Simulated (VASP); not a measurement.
# TiO (P6_3/mmc) in VASP: a series of runs

The runs below take TiO through relaxation of shape and atoms at fixed volume, relaxation of cell and atoms, with r2SCAN.

Program: VASP 6.6.1. These are calculated values, not measurements. Logs are shortened: lines on timing, memory, paths and dates and some standing lists are left out, and cuts for length are marked.

## (1) The cell of the first run

The structure is hexagonal, space group P6_3/mmc (No. 194). Conventional cell: a = 2.919 Å, b = 2.919 Å, c = 5.714 Å, α = 90.00°, β = 90.00°, γ = 120.00°. Within 3.0 Å of Ti (site symmetry -6m2) lie 6 O at 2.21 Å and 6 Ti at 2.92 Å. Within 3.0 Å of O (site symmetry -3m) lie 6 Ti at 2.21 Å and 8 O at 2.86 to 2.92 Å.

## (2) Relaxation of shape and atoms at fixed volume, r2SCAN (10.54 Å³/atom)

File POSCAR:

```
TiO
1.0
    2.9190700096      0.0000000000      0.0000000000
   -1.4595350048      2.5279887838      0.0000000000
    0.0000000000      0.0000000000      5.7141278256
Ti O
2 2
Direct
    0.3333333333      0.6666666667      0.2500000000
    0.6666666667      0.3333333333      0.7500000000
    0.0000000000      0.0000000000      0.0000000000
    0.0000000000      0.0000000000      0.5000000000
```

File INCAR.step1:

```
SYSTEM = TiO
  PREC = Accurate
  ENCUT = 600
  ISMEAR = 0
  SIGMA = 0.1
  LREAL = .FALSE.
  LASPH = .TRUE.
  NELM = 80
  GGA = PE
  ALGO = Normal
  EDIFF = 1E-4
  LWAVE = .TRUE.
  LCHARG = .FALSE.
```

File INCAR.step2:

```
SYSTEM = TiO
  PREC = Accurate
  ENCUT = 600
  EDIFF = 1E-7
  ISMEAR = 0
  SIGMA = 0.1
  LREAL = .FALSE.
  LASPH = .TRUE.
  NELM = 80
  ALGO = Normal
  ISIF = 4
  LWAVE = .FALSE.
  LCHARG = .FALSE.
  METAGGA = R2SCAN
  LMIXTAU = .TRUE.
  IBRION = 2
  NSW = 50
  EDIFFG = -0.01
  ISTART = 1
```

File KPOINTS:

```
Automatic mesh
0
G
  18 18 8
  0 0 0
```

Potentials or basis: VASP PAW PBE potentials, release 64 (Ti_sv, O).

The run is started by

```sh
$ cat potpaw_PBE.64/Ti_sv/POTCAR potpaw_PBE.64/O/POTCAR > POTCAR
$ cp INCAR.step1 INCAR
$ mpirun -np 1 vasp_std > vasp.out
$ cp INCAR.step2 INCAR
$ mpirun -np 1 vasp_std > vasp.out
```

OUTCAR:

```text
SYSTEM = TiO
   PREC = Accurate
   ENCUT = 600
   EDIFF = 1E-7
   ISMEAR = 0
   LREAL = .FALSE.
   LASPH = .TRUE.
   NELM = 80
   ISIF = 4
   METAGGA = R2SCAN
   IBRION = 2
   NSW = 50
   EDIFFG = -0.01
   ISTART = 1

 ion  position               nearest neighbor table
   1  0.333  0.667  0.250-   3 2.21   4 2.21   3 2.21   4 2.21   3 2.21   4 2.21
   2  0.667  0.333  0.750-   3 2.21   4 2.21   3 2.21   4 2.21   3 2.21   4 2.21
   3  0.000  0.000  0.000-   1 2.21   2 2.21   2 2.21   1 2.21   2 2.21   1 2.21
   4  0.000  0.000  0.500-   1 2.21   2 2.21   2 2.21   1 2.21   2 2.21   1 2.21

  LATTYP: Found a hexagonal cell.
 ALAT       =     2.9190700096
 C/A-ratio  =     1.9575165401

  Lattice vectors:

 A1 = (   2.9190700096,   0.0000000000,   0.0000000000)
 A2 = (  -1.4595350048,   2.5279887838,   0.0000000000)
 A3 = (   0.0000000000,   0.0000000000,   5.7141278256)

Analysis of symmetry for initial positions (statically):
=====================================================================
 Subroutine PRICEL returns:
 Original cell was already a primitive cell.

 Routine SETGRP: Setting up the symmetry group for a
 hexagonal supercell.

 Subroutine GETGRP returns: Found 24 space group operations
 (whereof 12 operations were pure point group operations)
 out of a pool of 24 trial point group operations.

The static configuration has the point symmetry D_3d.
 The point group associated with its full space group is D_6h.

Analysis of symmetry for dynamics (positions and initial velocities):
=====================================================================
 Subroutine PRICEL returns:
 Original cell was already a primitive cell.

 Routine SETGRP: Setting up the symmetry group for a
 hexagonal supercell.

 Subroutine GETGRP returns: Found 24 space group operations
 (whereof 12 operations were pure point group operations)
 out of a pool of 24 trial point group operations.

The dynamic configuration has the point symmetry D_3d.
 The point group associated with its full space group is D_6h.

 Subroutine INISYM returns: Found 24 space group operations
 (whereof 12 operations are pure point group operations),
 and found     1 'primitive' translations

----------------------------------------------------------------------------------------

                                     Primitive cell

  volume of cell :      42.1667

  direct lattice vectors                    reciprocal lattice vectors
     2.919070010  0.000000000  0.000000000     0.342574860  0.197785688  0.000000000
    -1.459535005  2.527988784  0.000000000     0.000000000  0.395571375  0.000000000
     0.000000000  0.000000000  5.714127826     0.000000000  0.000000000  0.175004835

  length of vectors
     2.919070010  2.919070010  5.714127826     0.395571375  0.395571375  0.175004835

  position of ions in fractional coordinates (direct lattice)
     0.333333333  0.666666667  0.250000000
     0.666666667  0.333333333  0.750000000
     0.000000000  0.000000000  0.000000000
     0.000000000  0.000000000  0.500000000

  ion indices of the primitive-cell ions
   primitive index   ion index
                 1           1
                 2           2
                 3           3
                 4           4

----------------------------------------------------------------------------------------

 KPOINTS: Automatic mesh

Automatic generation of k-mesh.
 Grid dimensions read from file:
 generate k-points for:   18   18    8

 Generating k-lattice:

  Cartesian coordinates                     Fractional coordinates (reciprocal lattice)
     0.019031937  0.010988094  0.000000000     0.055555556  0.000000000  0.000000000
     0.000000000  0.021976188  0.000000000     0.000000000  0.055555556  0.000000000
     0.000000000  0.000000000  0.021875604     0.000000000  0.000000000  0.125000000

  Length of vectors
     0.021976188  0.021976188  0.021875604

  Shift w.r.t. Gamma in fractional coordinates (k-lattice)
     0.000000000  0.000000000  0.000000000

 Subroutine IBZKPT returns following result:
 ===========================================

 Found    185 irreducible k-points:

 Following reciprocal coordinates:
            Coordinates               Weight
  0.000000  0.000000  0.000000      1.000000
  0.055556 -0.000000  0.000000      6.000000
  0.111111 -0.000000  0.000000      6.000000
  0.166667 -0.000000  0.000000      6.000000
  0.222222 -0.000000  0.000000      6.000000
  0.277778  0.000000  0.000000      6.000000
[... 16 lines left out ...]
  0.333333  0.111111  0.000000     12.000000
  0.388889  0.111111  0.000000     12.000000
 [... further k-points ...]
   k-points           NKPTS =    185   k-points in BZ     NKDIM =    185   number of bands    NBANDS=     22
   number of dos      NEDOS =    301   number of ions     NIONS =      4
   total plane-waves  NPLWV =  27648
   dimension x,y,z NGX =    24 NGY =   24 NGZ =   48
   dimension x,y,z NGXF=    48 NGYF=   48 NGZF=   96
   ions per type =               2   2
   NGX,Y,Z   is equivalent  to a cutoff of  13.67, 13.67, 13.97 a.u.
   NGXF,Y,Z  is equivalent  to a cutoff of  27.34, 27.34, 27.93 a.u.
 SYSTEM =  TiO
   PREC   = accura    normal or accurate (medium, high low for compatibility)
   ISTART =      1    job   : 0-new  1-cont  2-samecut
   ICHARG =      0    charge: 1-file 2-atom 10-const
   ISPIN  =      1    spin polarized calculation?
   LNONCOLLINEAR =      F non collinear calculations
   LSORBIT =      F    spin-orbit coupling
   LASPH  =      T    aspherical Exc in radial PAW
   ENCUT  =  600.0 eV  44.10 Ry    6.64 a.u.   5.83  5.83 11.41*2*pi/ulx,y,z
   NELM   =     80;   NELMIN=  2; NELMDL=  0     # of ELM steps
   EDIFF  = 0.1E-06   stopping-criterion for ELM
   LREAL  =      F    real-space projection
   EDIFFG = -.1E-01   stopping-criterion for IOM
   NSW    =     50    number of steps for IOM
   IBRION =      2    ionic relax: 0-MD 1-quasi-New 2-CG
   NFREE  =      1    steps in history (QN), initial steepest desc. (CG)
   ISIF   =      4    stress and relaxation
   ISYM   =      2    0-nonsym 1-usesym 2-fastsym
   POTIM  = 0.5000    time-step for ionic-motion
   TEBEG  =    0.0;   TEEND  =   0.0 temperature during run
   PSTRESS=    0.0 pullay stress
   NELECT =      36.0000    total number of electrons
   NUPDOWN=      -1.0000    fix difference up-down
   EMIN   =  10.00;   EMAX   =-10.00  energy-range for DOS
   EFERMI =   0.00;   METHOD = LEGACY
   ISMEAR =     0;   SIGMA  =   0.10  broadening in eV -4-tet -1-fermi 0-gaus
   EFERMI_NEDOS =   21; number of points for ismear=-14 and -15
   IALGO  =     38    algorithm
   IMIX   =      4    mixing-type and parameters
     AMIX     =   0.40;   BMIX     =  1.00
     AMIX_MAG =   1.60;   BMIX_MAG =  1.00
  volume/ion in A,a.u.               =      10.54        71.14
  Fermi-wavevector in a.u.,A,eV,Ry     =   1.553051  2.934841 32.816821  2.411968
  Thomas-Fermi vector in A             =   2.657338
   LORBIT       =      0    0 simple, 1 ext, 2 COOP (PROOUT), +10 PAW based schemes
   METAGGA = R2SCAN    functional components
   LHFCALC =     F    Hartree Fock is set to
   AEXX    =    0.0000 exact exchange contribution
   IVDW    =     0    specifies the selected vdW correction
   LEPSILON=     F    determine dielectric tensor
   LRPA    =     F    only Hartree local field effects (RPA)
 conjugate gradient relaxation of ions
 non-spin polarized calculation
 Gauss-broadening in eV      SIGMA  =   0.10
  energy-cutoff  :      600.00
  volume of cell :       42.17
 maximum number of plane-waves:      1424
 NGX is ok and might be reduce to    24
   NGX = 11   NGY = 11   NGZ = 23

 number of electron      35.9999995 magnetization

 Free energy of the ion-electron system (eV)
  ---------------------------------------------------
  ext. energy  EPLUGINS =         0.00000000
  ---------------------------------------------------
  free energy    TOTEN  =       -48.44613236 eV

  energy without entropy =      -48.44484918  energy(sigma->0) =      -48.44549077

 E-fermi :  10.3245     XC(G=0): -13.1428

 val. band max:       10.2852967289   @ k =   0.0000   0.0000   0.0000
 cond. band min:      10.3408485047   @ k =   0.0000   0.0000   0.1250
 fundamental gap:      0.0555517758
 Fermi energy:        10.3244832147

 k-point     1 :       0.0000    0.0000    0.0000
  band No.  band energies     occupation
      1     -49.9272      2.00000
      2     -49.8982      2.00000
      3     -25.4880      2.00000
      4     -25.1447      2.00000
      5     -24.8232      2.00000
      6     -24.8232      2.00000
[... 14 lines left out ...]
     21      11.4472      0.00000
     22      11.4472      0.00000

 k-point     2 :       0.0556   -0.0000    0.0000
  band No.  band energies     occupation
      1     -49.9245      2.00000
      2     -49.8959      2.00000
      3     -25.4811      2.00000
      4     -25.1434      2.00000
      5     -24.8411      2.00000
      6     -24.8308      2.00000
[... 14 lines left out ...]
     21      11.4854      0.00000
     22      11.5227      0.00000

 k-point     3 :       0.1111   -0.0000    0.0000
  band No.  band energies     occupation
      1     -49.9166      2.00000
      2     -49.8893      2.00000
      3     -25.4610      2.00000
      4     -25.1399      2.00000
      5     -24.8944      2.00000
      6     -24.8794      2.00000
[... 14 lines left out ...]
     21      11.5863      0.00000
     22      11.7336      0.00000
[... 476 lines left out ...]
 k-point    23 :       0.3333    0.1111    0.0000
  band No.  band energies     occupation
      1     -49.8415      2.00000
      2     -49.8297      2.00000
      3     -25.3468      2.00000
      4     -25.2701      2.00000
      5     -25.2512      2.00000
      6     -25.1290      2.00000
[... 14 lines left out ...]
     21      12.0742      0.00000
     22      12.1408      0.00000

 k-point    24 :       0.3889    0.1111    0.0000
  band No.  band energies     occupation
      1     -49.8331      2.00000
      2     -49.8243      2.00000
      3     -25.3915      2.00000
      4     -25.3071      2.00000
      5     -25.2214      2.00000
      6     -25.1361      2.00000
[... 14 lines left out ...]
     21      12.1133      0.00000
     22      12.1513      0.00000

 [... further k-points ...]

------------------------ aborting loop because EDIFF is reached ----------------------------------------

  FORCE on cell =-STRESS in cart. coord.  units (eV):
  Direction    XX          YY          ZZ          XY          YZ          ZX
  --------------------------------------------------------------------------------------
  -------------------------------------------------------------------------------------
  Total       -4.8074808     -4.8074808     -4.8021080      0.0000000      0.0000000     -0.0000000
  in kB     -182.6663435   -182.6663435   -182.4621974      0.0000000      0.0000000     -0.0000000
  external PRESSURE =    -182.5982948 kB  Pullay stress =       0.0000000 kB

 VOLUME and BASIS-vectors are now :
 -----------------------------------------------------------------------------
  energy-cutoff  :      600.00
  volume of cell :       42.17
      direct lattice vectors                 reciprocal lattice vectors
     2.919070010  0.000000000  0.000000000     0.342574860  0.197785688  0.000000000
    -1.459535005  2.527988784  0.000000000     0.000000000  0.395571375  0.000000000
     0.000000000  0.000000000  5.714127826     0.000000000  0.000000000  0.175004835

 POSITION                                       TOTAL-FORCE (eV/Angst)
 -----------------------------------------------------------------------------------
     -0.00000      1.68533      1.42853        -0.000000      0.000000      0.000000
      1.45954      0.84266      4.28560         0.000000     -0.000000      0.000000
      0.00000      0.00000      0.00000        -0.000000      0.000000      0.000000
      0.00000      0.00000      2.85706        -0.000000      0.000000      0.000000
 -----------------------------------------------------------------------------------
    total drift:                               -0.000000      0.000000     -0.000000

  FREE ENERGIE OF THE ION-ELECTRON SYSTEM (eV)
  ---------------------------------------------------
  free  energy   TOTEN  =       -48.4461323560 eV

  energy  without entropy=      -48.4448491799  energy(sigma->0) =      -48.44549077

 reached required accuracy - stopping structural energy minimisation
```

Wall time 16 min (1 thread of Oxide Virtual Turin-like, shared host); peak memory 0.29 GiB.

What came out:

* Free energy: -48.4461 eV
* Pressure after relaxing: -18.3 GPa
* Band gap on the k mesh: zero (filled and empty bands touch)

Final structure:
```yaml
crystal:
  lattice:
    - [2.91907, 0.00000, 0.00000]
    - [-1.45954, 2.52799, 0.00000]
    - [0.00000, 0.00000, 5.71413]
  atoms:
    - { symbol: Ti, position: [0.33333, 0.66667, 0.25000] }
    - { symbol: Ti, position: [0.66667, 0.33333, 0.75000] }
    - { symbol: O, position: [0.00000, 0.00000, 0.00000] }
    - { symbol: O, position: [0.00000, 0.00000, 0.50000] }
```

Caveat: the relaxation stopped at its first step, so nothing moved; the PAW data sets were made with another functional, which shifts forces and pressure a little; semilocal functionals often make such compounds metallic where correlation or magnetic order opens a gap, which also shifts bond lengths.

## (3) Relaxation of cell and atoms, r2SCAN

This run uses another cell than the first one, of 9.80 Å³/atom.

File POSCAR:

```
TiO
1.0
    2.8516080131      0.0000000000      0.0000000000
   -1.4258040066      2.4695649810      0.0000000000
    0.0000000000      0.0000000000      5.5675030000
Ti O
2 2
Direct
    0.3333333300      0.6666666700      0.2500000000
    0.6666666700      0.3333333300      0.7500000000
    0.0000000000      0.0000000000      0.0000000000
    0.0000000000      0.0000000000      0.5000000000
```

File INCAR.step1:

```
SYSTEM = TiO
PREC = Accurate
ENCUT = 600
ISMEAR = 0
SIGMA = 0.1
LREAL = .False.
LASPH = .True.
NELM = 60
GGA = PE
ALGO = Normal
EDIFF = 1E-4
LWAVE = .True.
LCHARG = .False.
```

File INCAR.step2:

```
SYSTEM = TiO
PREC = Accurate
ENCUT = 600
EDIFF = 1E-6
ISMEAR = 0
SIGMA = 0.1
LREAL = .False.
LASPH = .True.
NELM = 60
ALGO = Normal
ISIF = 3
LWAVE = .False.
LCHARG = .False.
METAGGA = R2SCAN
LMIXTAU = .True.
IBRION = 2
NSW = 100
EDIFFG = -0.005
ISTART = 1
```

File KPOINTS:

```
Automatic mesh
0
Gamma
  18 18 8
  0 0 0
```

Potentials or basis: VASP PAW PBE potentials, release 64 (Ti_sv, O).

The run is started by

```sh
$ cat potpaw_PBE.64/Ti_sv/POTCAR potpaw_PBE.64/O/POTCAR > POTCAR
$ cp INCAR.step1 INCAR
$ mpirun -np 1 vasp_std > vasp.out
$ cp INCAR.step2 INCAR
$ mpirun -np 1 vasp_std > vasp.out
```

Wall time 2.1 h (1 thread of Oxide Virtual Turin-like, shared host); peak memory 0.29 GiB.

Results (log left out):

```yaml
Free_energy: -48.6589 eV
Relaxed_volume: 9.64 Å³/atom
Relaxed_cell: a = 2.831 Å, b = 2.831 Å, c = 5.557 Å, α = 90.00°, β = 90.00°, γ = 120.00°
Space_group_after_relaxing_to_0.1_Å: P6_3/mmc (No. 194)
Energy_gained_by_relaxing: 2.1 meV/atom
Ionic_steps: 10
Pressure_after_relaxing: 0.0 GPa
Band_gap_on_the_k_mesh: zero (bands 18 and 19 overlap by 0.03 eV)
```

The path:
```csv
step,energy change (eV),largest force (eV/Å),pressure (GPa),volume (Å³)
1,0.0000,0.0000,-3.88,39.21
2,0.0019,0.0000,4.76,37.87
3,-0.0082,0.0000,0.13,38.57
4,-0.0081,0.0000,0.00,38.58
5,-0.0084,0.0000,-0.08,38.59
6,-0.0084,0.0000,-0.09,38.59
7,-0.0084,0.0000,-0.10,38.59
8,-0.0084,0.0000,-0.09,38.59
9,-0.0084,0.0000,0.08,38.56
10,-0.0084,0.0000,-0.01,38.58
```

Final structure:
```cif
data_structure
_symmetry_space_group_name_H-M 'P 1'
_symmetry_Int_Tables_number 1
_cell_length_a 2.8313
_cell_length_b 2.8313
_cell_length_c 5.5572
_cell_angle_alpha 90.000
_cell_angle_beta 90.000
_cell_angle_gamma 120.000
_cell_volume 38.58
loop_
_atom_site_label
_atom_site_type_symbol
_atom_site_fract_x
_atom_site_fract_y
_atom_site_fract_z
_atom_site_occupancy
Ti1 Ti 0.33333 0.66667 0.25000 1
Ti2 Ti 0.66667 0.33333 0.75000 1
O1 O 0.00000 0.00000 0.00000 1
O2 O 0.00000 0.00000 0.50000 1
```

Levels at points of the mesh, in eV from the Fermi level:
```csv
k point,band 15,band 16,band 17,band 18,band 19,band 20,band 21,band 22
"(0.00, 0.00, 0.00)",-5.67,-5.67,-2.14,-0.08,-0.08,-0.01,1.22,1.22
"(0.50, 0.00, 0.00)",-6.22,-5.84,-2.83,-0.10,1.08,1.81,2.15,2.52
"(0.00, 0.00, 0.50)",-5.95,-5.95,-0.67,-0.67,0.80,0.80,0.80,0.80
"(0.50, 0.00, 0.50)",-6.48,-6.48,-1.42,-1.42,2.23,2.23,2.44,2.44
```

Caveat: the PAW data sets were made with another functional, which shifts forces and pressure a little; semilocal functionals often make such compounds metallic where correlation or magnetic order opens a gap, which also shifts bond lengths.
